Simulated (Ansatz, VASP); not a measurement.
# One calculation of Au, two programs

```
Au
1.0
     0.00000    3.88453    3.88453
     3.88453    0.00000    3.88453
     3.88453    3.88453    0.00000
Au
4
Direct
  0.62500 0.62500 0.62500
  0.62500 0.62500 0.12500
  0.62500 0.12500 0.62500
  0.12500 0.62500 0.62500
```

Alike in both runs: functional PBE; k mesh 10 × 10 × 10; occupations gaussian, width 0.1 eV; no spin polarisation.

Ansatz relaxed the structure, and its values are those at the end. VASP's run is a single point on that final structure, the one shown.

|  | VASP | Ansatz |
| --- | --- | --- |
| version | VASP 6.6.1 | Ansatz 0.2.0 |
| potentials or method | VASP PAW PBE potentials, release 64 (Au), cutoff 520 eV | scalar-relativistic, plane waves, PAW |
| valence electrons in the cell | 44 | 76 |

Ansatz gave:

```
gap on the k mesh at the Fermi level (eV) : none
pressure (GPa)                            : 0.0
```

Estimate VASP's values.

gap on the k mesh at the Fermi level (eV): none; pressure (GPa): -0.1.

A gap of «none» marks a metal or a gap that the smearing closes. VASP's potentials hold 44 valence electrons a cell and Ansatz's 76, so a difference there can come from the potentials and not from the codes.

Neither program's run includes spin-orbit coupling.
